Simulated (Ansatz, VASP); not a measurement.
## One calculation of BP, two programs

```
B P
1.0
     1.58724   -4.81279    0.00000
     1.58724    4.81279    0.00000
     0.00000    0.00000    3.56461
B P
2 2
Direct
  0.75379 0.75379 0.50000
  0.24621 0.24621 0.50000
  0.82928 0.17072 0.00000
  0.17072 0.82928 0.00000
```

Alike in both runs: functional PBE; k mesh 6 × 6 × 4; occupations gaussian, width 0.1 eV; no spin polarisation.

Ansatz relaxed the structure, and its values are those at the end. VASP's run is a single point on that final structure, the one shown.

|  | VASP | Ansatz |
| --- | --- | --- |
| version | VASP 6.6.1 | Ansatz 0.2.0 |
| potentials or method | VASP PAW PBE potentials, release 64 (B, P), cutoff 520 eV | scalar-relativistic, plane waves, PAW |
| valence electrons in the cell | 16 | 16 |

```csv
,VASP,Ansatz,Ansatz less VASP
gap on the k mesh at the Fermi level (eV),none,none,-
pressure (GPa),-0.2,0.0,+0.17
rms of the force components (eV/Å),0.021,0.001,-0.0202
```

A gap of «none» marks a metal or a gap that the smearing closes.

The k mesh is coarse, so the values compare programs but aren't converged.
